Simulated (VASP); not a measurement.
Set up this calculation in VASP 6.6.1, as the native input.

| Property | Result |
| --- | --- |
| Task | single point |
| Functional | r2SCAN |
| Potentials or basis | VASP PAW PBE potentials, release 64 (Pt) |
| Cutoff | 520 eV |
| k mesh | 18 × 18 × 10 |
| Occupations | gaussian, width 0.15 eV |
| Spin | no spin polarisation |
| Dipole correction | no |
| Further INCAR settings | ALGO = Normal; EDIFF = 1e-07; NBANDS = 17 |

The system is Pt.

```
Pt
1.0
     2.98152    0.00000    0.00000
    -1.49076    2.58207    0.00000
     0.00000    0.00000    4.40876
Pt
2
Direct
  0.66667 0.33333 0.75000
  0.33333 0.66667 0.25000
```

This cell differs from its parent crystal: strain +0.080 along x and y, -0.080 along z.

These files were run (other wordings do the same):

POSCAR

```
Pt
1.0
    2.9815188650      0.0000000000      0.0000000000
   -1.4907594325      2.5820710790      0.0000000000
    0.0000000000      0.0000000000      4.4087632800
Pt
2
Direct
    0.6666666667      0.3333333333      0.7500000000
    0.3333333333      0.6666666667      0.2500000000
```

INCAR.step1

```
SYSTEM = Pt
PREC = Accurate
ENCUT = 520
ISMEAR = 0
SIGMA = 0.15
LREAL = .FALSE.
LASPH = .TRUE.
NELM = 100
NBANDS = 17
GGA = PE
ALGO = Normal
EDIFF = 1E-4
LWAVE = .TRUE.
LCHARG = .FALSE.
```

INCAR.step2

```
SYSTEM = Pt
PREC = Accurate
ENCUT = 520
EDIFF = 1E-7
ISMEAR = 0
SIGMA = 0.15
LREAL = .FALSE.
LASPH = .TRUE.
NELM = 100
ALGO = Normal
ISIF = 2
LWAVE = .FALSE.
LCHARG = .FALSE.
METAGGA = R2SCAN
LMIXTAU = .TRUE.
NBANDS = 17
ISTART = 1
```

KPOINTS

```
regular mesh
0
G
  18 18 10
  0 0 0
```

Potentials or basis: VASP PAW PBE potentials, release 64 (Pt).

Run with:

```bash
$ cat potpaw_PBE.64/Pt/POTCAR > POTCAR
$ cp INCAR.step1 INCAR
$ mpirun -np 1 vasp_std > vasp.out
$ cp INCAR.step2 INCAR
$ mpirun -np 1 vasp_std > vasp.out
```

Results of the run:

| Item | Value |
| --- | --- |
| Pressure | -17.1 GPa |
| Band gap on the k mesh | zero (bands 10 and 11 overlap by 1.18 eV) |

Caveat: the cell differs from its parent crystal (strain +0.080 along x and y, -0.080 along z); the cell stands under tension; the PAW data sets were made with another functional, which shifts forces and pressure a little; spin-orbit coupling is left out, which moves the levels of the heavy elements.

Wall time 5.1 min on 1 thread of AMD EPYC 9R45 96-Core Processor (Zen 5) (shared host), peak memory 0.21 GiB.
